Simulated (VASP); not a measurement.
ZrH5, 6 atoms in the cell. Symmetry: P6/mmm, No. 191, hexagonal system. The conventional cell has a = 3.274 Å, b = 3.274 Å, c = 4.099 Å, α = 90.00°, β = 90.00°, γ = 120.00°. Zr (site symmetry 6/mmm) has 14 H at 2.05 to 2.12 Å within 2.7 Å. H (site symmetry 3m) has 8 H at 1.89 to 2.18 Å and 3 Zr at 2.12 Å within 2.5 Å. Within 2.7 Å of H (site symmetry 6/mmm) lie 2 Zr at 2.05 Å and 12 H at 2.18 Å. The cell was generated, and may not be a known phase.

* Program: VASP 6.6.1
* Task: relaxation of cell and atoms
* Functional: PBE
* Potentials or basis: VASP PAW PBE potentials, release 64 (Zr_sv, H)
* Cutoff: 600 eV
* k mesh: 12 × 12 × 8
* Occupations: gaussian, width 0.1 eV
* Spin: no spin polarisation
* Dipole correction: no
* Further INCAR settings: ALGO = Normal; EDIFF = 1e-06; IBRION = 2; EDIFFG = -0.01; NSW = 100; ISIF = 3

Potentials or basis: VASP PAW PBE potentials, release 64 (Zr_sv, H).

The run is started by

```sh
$ cat potpaw_PBE.64/Zr_sv/POTCAR potpaw_PBE.64/H/POTCAR > POTCAR
$ mpirun -np 1 vasp_std > vasp.out
```

Hardware: 1 thread of Intel Xeon 8259CL, on a shared host.

Task: Estimate the wall time of this run.

Result: Wall time 4.4 min on 1 thread of Intel Xeon 8259CL, on a shared host, peak memory 0.22 GiB. Counts: scf iterations 40, k points 95, ion steps 6.
